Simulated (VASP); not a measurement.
Input of a VASP 6.6.1 run:

File INCAR:

```
SYSTEM = La2SnO
PREC = Accurate
ENCUT = 520
EDIFF = 1E-6
ISMEAR = 0
SIGMA = 0.1
LREAL = .FALSE.
LASPH = .TRUE.
NELM = 100
ALGO = Normal
ISIF = 2
LWAVE = .FALSE.
LCHARG = .FALSE.
GGA = PE
NBANDS = 52
```

KPOINTS

```
Automatic mesh
0
G
  12 12 4
  0 0 0
```

POSCAR

```
La2SnO
1.0
    3.7904151888      0.0000000000      0.0000000000
   -1.8952075944      3.2825958444      0.0000000000
    0.0000000000      0.0000000000     15.9929413993
La Sn O
4 2 2
Direct
    0.6666666667      0.3333333333      0.4126505327
    0.3333333333      0.6666666667      0.5873494673
    0.3333333333      0.6666666667      0.9126505327
    0.6666666667      0.3333333333      0.0873494673
    0.6666666667      0.3333333333      0.7500000000
    0.3333333333      0.6666666667      0.2500000000
    0.0000000000      0.0000000000      0.0000000000
    0.0000000000      0.0000000000      0.5000000000
```

Potentials or basis: VASP PAW PBE potentials, release 64 (La, Sn_d, O).

Launch:

```console
$ cat potpaw_PBE.64/La/POTCAR potpaw_PBE.64/Sn_d/POTCAR potpaw_PBE.64/O/POTCAR > POTCAR
$ mpirun -np 1 vasp_std > vasp.out
```

Question: Predict the pressure.

Answer: -0.2 GPa.

Question: Predict the largest force.

Answer: 0.004 eV/Å.

Forces on the atoms (eV/Å):
```
La   0.000  0.000  0.004
La   0.000  0.000 -0.004
La   0.000  0.000  0.004
La   0.000  0.000 -0.004
Sn   0.000  0.000  0.000
Sn   0.000  0.000  0.000
O    0.000  0.000  0.000
O    0.000  0.000  0.000
```
